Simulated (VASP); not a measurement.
# Zr3SiO (Pm-3m) in VASP: a series of runs, part 2 of 3

VASP 6.6.1.

## Step 4: Relaxation of cell and atoms, PBE

File INCAR:

```
SYSTEM = Zr3SiO
PREC = Accurate ; ENCUT = 600
EDIFF = 1E-7 ; ISMEAR = 0
SIGMA = 0.1 ; LREAL = .FALSE.
LASPH = .TRUE. ; NELM = 80
ALGO = Normal ; ISIF = 3
LWAVE = .FALSE. ; LCHARG = .FALSE.
GGA = PE ; IBRION = 2
NSW = 90 ; EDIFFG = -0.04
```

File KPOINTS:

```
regular mesh
0
G
  4 4 4
  0 0 0
```

File POSCAR:

```
Zr3SiO
1.0
    4.2180019800      0.0000000000      0.0000000000
    0.0000000000      4.2180019800      0.0000000000
    0.0000000000      0.0000000000      4.2180019800
Zr Si O
3 1 1
Direct
    0.0000000000      0.5000000000      0.5000000000
    0.5000000000      0.0000000000      0.5000000000
    0.5000000000      0.5000000000      0.0000000000
    0.5000000000      0.5000000000      0.5000000000
    0.0000000000      0.0000000000      0.0000000000
```

Potentials or basis: VASP PAW PBE potentials, release 64 (Zr_sv, Si, O).

Launch:

```
$ cat potpaw_PBE.64/Zr_sv/POTCAR potpaw_PBE.64/Si/POTCAR potpaw_PBE.64/O/POTCAR > POTCAR
$ mpirun -np 1 vasp_std > vasp.out
```

OUTCAR:

```text
SYSTEM = Zr3SiO
   PREC = Accurate
   ENCUT = 600
   EDIFF = 1E-7
   ISMEAR = 0
   LREAL = .FALSE.
   LASPH = .TRUE.
   NELM = 80
   ISIF = 3
   GGA = PE
   IBRION = 2
   NSW = 90
   EDIFFG = -0.04

 ion  position               nearest neighbor table
   1  0.000  0.500  0.500-   4 2.11   4 2.11   2 2.98   3 2.98   2 2.98   2 2.98   3 2.98   3 2.98
                             3 2.98   2 2.98
   2  0.500  0.000  0.500-   4 2.11   4 2.11   1 2.98   3 2.98   1 2.98   3 2.98   3 2.98   3 2.98
                             1 2.98   1 2.98
   3  0.500  0.500  0.000-   4 2.11   4 2.11   1 2.98   1 2.98   2 2.98   2 2.98   2 2.98   2 2.98
                             1 2.98   1 2.98
   4  0.500  0.500  0.500-   1 2.11   2 2.11   3 2.11   3 2.11   2 2.11   1 2.11
   5  0.000  0.000  0.000-

  LATTYP: Found a simple cubic cell.
 ALAT       =     4.2180019800

  Lattice vectors:

 A1 = (   4.2180019800,   0.0000000000,   0.0000000000)
 A2 = (   0.0000000000,   4.2180019800,   0.0000000000)
 A3 = (   0.0000000000,   0.0000000000,   4.2180019800)

Analysis of symmetry for initial positions (statically):
=====================================================================
 Subroutine PRICEL returns:
 Original cell was already a primitive cell.

 Routine SETGRP: Setting up the symmetry group for a
 simple cubic supercell.

 Subroutine GETGRP returns: Found 48 space group operations
 (whereof 48 operations were pure point group operations)
 out of a pool of 48 trial point group operations.

The static configuration has the point symmetry O_h .

[... 127 lines left out ...]
   LORBIT       =      0    0 simple, 1 ext, 2 COOP (PROOUT), +10 PAW based schemes
   GGA     = PE    functional components
   LHFCALC =     F    Hartree Fock is set to
   AEXX    =    0.0000 exact exchange contribution
   IVDW    =     0    specifies the selected vdW correction
   LEPSILON=     F    determine dielectric tensor
   LRPA    =     F    only Hartree local field effects (RPA)
 conjugate gradient relaxation of ions
 non-spin polarized calculation
 Gauss-broadening in eV      SIGMA  =   0.10
  energy-cutoff  :      600.00
  volume of cell :       75.04
 maximum number of plane-waves:      2522
 NGX is ok and might be reduce to    36
   NGX = 17   NGY = 17   NGZ = 17

--------------------------------------- Ionic step        1  -------------------------------------------

 number of electron      46.0000006 magnetization

 Free energy of the ion-electron system (eV)
  ---------------------------------------------------
  ext. energy  EPLUGINS =         0.00000000
  ---------------------------------------------------
  free energy    TOTEN  =       -25.26531013 eV

  energy without entropy =      -25.23857407  energy(sigma->0) =      -25.25194210

 E-fermi :  10.6474     XC(G=0): -11.8080

 val. band max:       10.6382663099   @ k =   0.5000   0.0000   0.0000
 cond. band min:      10.6525718212   @ k =   0.5000   0.2500   0.0000
 fundamental gap:      0.0143055113
 Fermi energy:        10.6473653303
[... 838 lines left out ...]
--------------------------------------- Ionic step        7  -------------------------------------------

 number of electron      45.9999994 magnetization

 Free energy of the ion-electron system (eV)
  ---------------------------------------------------
  ext. energy  EPLUGINS =         0.00000000
  ---------------------------------------------------
  free energy    TOTEN  =       -32.62702866 eV

  energy without entropy =      -32.57314812  energy(sigma->0) =      -32.60008839

 E-fermi :   5.6679     XC(G=0):  -9.7479

 val. band max:        5.6629312560   @ k =   0.2500   0.2500   0.0000
 cond. band min:       5.7215086636   @ k =   0.5000   0.0000   0.0000
 fundamental gap:      0.0585774076
 Fermi energy:         5.6679186878
[... 330 lines left out ...]
  FREE ENERGIE OF THE ION-ELECTRON SYSTEM (eV)
  ---------------------------------------------------
  free  energy   TOTEN  =       -32.6270286575 eV

  energy  without entropy=      -32.5731481224  energy(sigma->0) =      -32.60008839

 reached required accuracy - stopping structural energy minimisation
```

It took 1.9 min on 1 thread of Intel Xeon Platinum 8488C (Sapphire Rapids), shared host; peak memory 0.22 GiB.

What came out:

| Property | Result |
| --- | --- |
| Free energy | -32.6270 eV |
| Relaxed volume | 23.71 Å³/atom |
| Relaxed cell | a = 4.912 Å, b = 4.912 Å, c = 4.912 Å, α = 90.00°, β = 90.00°, γ = 90.00° |
| Space group after relaxing (to 0.05 Å) | Pm-3m (No. 221) |
| Energy gained by relaxing | 1472.3 meV/atom |
| Ionic steps | 7 |
| Pressure after relaxing | 0.3 GPa |
| Band gap on the k mesh | zero (band 23 reaches 6.19 eV, above the bottom of band 24 at 5.31 eV) |

Step by step:
```tsv
step	energy change (eV)	largest force (eV/Å)	pressure (GPa)	volume (Å³)
1	0.0000	0.0000	76.14	75.04
2	-2.9151	0.0000	-16.53	182.23
3	-7.3549	0.0000	-1.19	120.86
4	-7.3613	0.0000	-0.38	119.56
5	-7.3617	0.0000	0.28	118.53
6	-7.3617	0.0000	0.28	118.53
7	-7.3617	0.0000	0.27	118.54
```

Final structure:
```cif
data_structure
_symmetry_space_group_name_H-M 'P 1'
_symmetry_Int_Tables_number 1
_cell_length_a 4.9124
_cell_length_b 4.9124
_cell_length_c 4.9124
_cell_angle_alpha 90.000
_cell_angle_beta 90.000
_cell_angle_gamma 90.000
_cell_volume 118.54
loop_
_atom_site_label
_atom_site_type_symbol
_atom_site_fract_x
_atom_site_fract_y
_atom_site_fract_z
_atom_site_occupancy
Zr1 Zr 0.00000 0.50000 0.50000 1
Zr2 Zr 0.50000 0.00000 0.50000 1
Zr3 Zr 0.50000 0.50000 0.00000 1
Si1 Si 0.50000 0.50000 0.50000 1
O1 O 0.00000 0.00000 0.00000 1
```

Caveat: the k points lie up to 0.32 Å⁻¹ apart in the final cell; the volume moved by over 15 % at a fixed basis, so the end points are rough.

## Step 5: Single point, PBE

This run uses another cell than the first one, of 23.88 Å³/atom, 1.591 times its volume.

File INCAR:

```
PREC = Accurate
ENCUT = 520
EDIFF = 1E-6
ISMEAR = 0
SIGMA = 0.1
LREAL = False
LASPH = True
NELM = 60
ALGO = Normal
ISIF = 2
LWAVE = False
LCHARG = False
GGA = PE
NBANDS = 31
```

File KPOINTS:

```
regular mesh
0
Gamma
  8 8 8
```

Changes to POSCAR since step 4:

```diff
@@ -2,5 +2,5 @@
 1.0
-    4.2180019800      0.0000000000      0.0000000000
-    0.0000000000      4.2180019800      0.0000000000
-    0.0000000000      0.0000000000      4.2180019800
+    4.9244826610      0.0000000000      0.0000000000
+    0.0000000000      4.9244826610      0.0000000000
+    0.0000000000      0.0000000000      4.9244826610
 Zr Si O
```

Potentials or basis: VASP PAW PBE potentials, release 64 (Zr_sv, Si, O).

Launch:

```
$ cat potpaw_PBE.64/Zr_sv/POTCAR potpaw_PBE.64/Si/POTCAR potpaw_PBE.64/O/POTCAR > POTCAR
$ mpirun -np 1 vasp_std > vasp.out
```

OUTCAR:

```text
PREC = Accurate
   ENCUT = 520
   EDIFF = 1E-6
   ISMEAR = 0
   LREAL = False
   LASPH = True
   NELM = 60
   ISIF = 2
   GGA = PE

 ion  position               nearest neighbor table
   1  0.000  0.500  0.500-   4 2.46   4 2.46   2 3.48   3 3.48   2 3.48   2 3.48   3 3.48   3 3.48
                             3 3.48   2 3.48
   2  0.500  0.000  0.500-   4 2.46   4 2.46   1 3.48   3 3.48   1 3.48   3 3.48   3 3.48   3 3.48
                             1 3.48   1 3.48
   3  0.500  0.500  0.000-   4 2.46   4 2.46   1 3.48   1 3.48   2 3.48   2 3.48   2 3.48   2 3.48
                             1 3.48   1 3.48
   4  0.500  0.500  0.500-   1 2.46   2 2.46   3 2.46   3 2.46   2 2.46   1 2.46
[... 1022 lines left out ...]
  -------------------------------------------------------------------------------------
  Total        0.0071325      0.0071325      0.0071325     -0.0000000      0.0000000     -0.0000000
  in kB        0.0956913      0.0956913      0.0956913     -0.0000000      0.0000000     -0.0000000
  external PRESSURE =       0.0956913 kB  Pullay stress =       0.0000000 kB

 VOLUME and BASIS-vectors are now :
 -----------------------------------------------------------------------------
  energy-cutoff  :      520.00
  volume of cell :      119.42
      direct lattice vectors                 reciprocal lattice vectors
     4.924482661  0.000000000  0.000000000     0.203067016  0.000000000  0.000000000
     0.000000000  4.924482661  0.000000000     0.000000000  0.203067016  0.000000000
     0.000000000  0.000000000  4.924482661     0.000000000  0.000000000  0.203067016

 POSITION                                       TOTAL-FORCE (eV/Angst)
 -----------------------------------------------------------------------------------
      0.00000      2.46224      2.46224         0.000000      0.000000      0.000000
      2.46224      0.00000      2.46224         0.000000      0.000000      0.000000
      2.46224      2.46224      0.00000         0.000000      0.000000      0.000000
      2.46224      2.46224      2.46224         0.000000      0.000000      0.000000
      0.00000      0.00000      0.00000         0.000000      0.000000      0.000000
 -----------------------------------------------------------------------------------
    total drift:                                0.000000     -0.000000     -0.000000

  FREE ENERGIE OF THE ION-ELECTRON SYSTEM (eV)
  ---------------------------------------------------
  free  energy   TOTEN  =       -32.6727413901 eV

  energy  without entropy=      -32.6167942431  energy(sigma->0) =      -32.64476782
```

stdout:

```text
POSCAR found type information on POSCAR ZrSiO
 POSCAR found :  3 types and       5 ions
 scaLAPACK will be used
 LDA part: xc-table for (Slater+PW92), standard interpolation
 POSCAR, INCAR and KPOINTS ok, starting setup
 FFT: planning ... GRIDC
 FFT: planning ... GRID_SOFT
 FFT: planning ... GRID
 WAVECAR not read
 entering main loop
```

Run time: 1.8 min. Hardware: 1 thread of Intel Xeon Platinum 8488C (Sapphire Rapids), shared host; peak memory 0.3 GiB.

What came out:

```
Free energy            : -32.6727 eV
Pressure               : 0.0 GPa
Band gap on the k mesh : zero (band 23 reaches 6.12 eV, above the bottom of band 24 at 5.03 eV)
```

## Step 6: Single point, PBE, collinear spin, ferromagnetic start

This run uses another cell than the first one, of 23.88 Å³/atom, 1.591 times its volume.

File INCAR:

```
PREC = Accurate
ENCUT = 520
EDIFF = 1E-7
ISMEAR = 0
SIGMA = 0.1
LREAL = False
LASPH = True
NELM = 150
ALGO = Normal
ISIF = 2
LWAVE = False
LCHARG = False
ISPIN = 2
MAGMOM = 1 1 1 0 0
LORBIT = 11
LMAXMIX = 4
GGA = PE
NBANDS = 35
```

File KPOINTS:

```
regular mesh
0
Gamma
  4 4 4
```

POSCAR is that of step 5.

Potentials or basis: VASP PAW PBE potentials, release 64 (Zr_sv, Si, O).

Launch:

```
$ cat potpaw_PBE.64/Zr_sv/POTCAR potpaw_PBE.64/Si/POTCAR potpaw_PBE.64/O/POTCAR > POTCAR
$ mpirun -np 1 vasp_std > vasp.out
```

It took 88 s on 1 thread of Intel Xeon Platinum 8488C (Sapphire Rapids), shared host; peak memory 0.31 GiB.

Results (log left out):

* Free energy: -32.6676 eV
* Pressure: 0.0 GPa
* Net moment: 0.42 μB per cell
* Site moments: Zr +0.06; Si +0.01; O +0.07 μB
* Valence electrons inside the program's atomic spheres: Zr 9.74; Si 1.94; O 4.66

Levels at points of the mesh, in eV from the Fermi level:
Spin up:
```
           k point  band 19  band 20  band 21  band 22  band 23  band 24  band 25  band 26  band 27  band 28
(0.00, 0.00, 0.00)    -1.67    -1.67    -1.67    -0.93    -0.93    -0.13    -0.13    -0.13     1.45     1.45
(0.50, 0.00, 0.00)    -1.67    -1.67    -1.47    -0.36    -0.06    -0.06     0.00     0.22     1.41     1.44
(0.50, 0.50, 0.00)    -2.29    -2.26    -0.14    -0.14     0.29     0.60     0.60     1.04     1.04     1.28
(0.50, 0.50, 0.50)    -2.25    -2.25    -0.45     0.47     0.47     0.47     0.71     0.71     0.71     2.50
```
Spin down:
```
           k point  band 19  band 20  band 21  band 22  band 23  band 24  band 25  band 26
(0.00, 0.00, 0.00)    -1.58    -1.58    -1.58    -0.85    -0.85    -0.05    -0.05    -0.05
(0.50, 0.00, 0.00)    -1.59    -1.59    -1.38    -0.32     0.04     0.04     0.10     0.30
(0.50, 0.50, 0.00)    -2.21    -2.17    -0.05    -0.05     0.33     0.68     0.68     1.11
(0.50, 0.50, 0.50)    -2.16    -2.16    -0.42     0.55     0.55     0.55     0.75     0.75
```

(Part 2 of 3 ends here.)
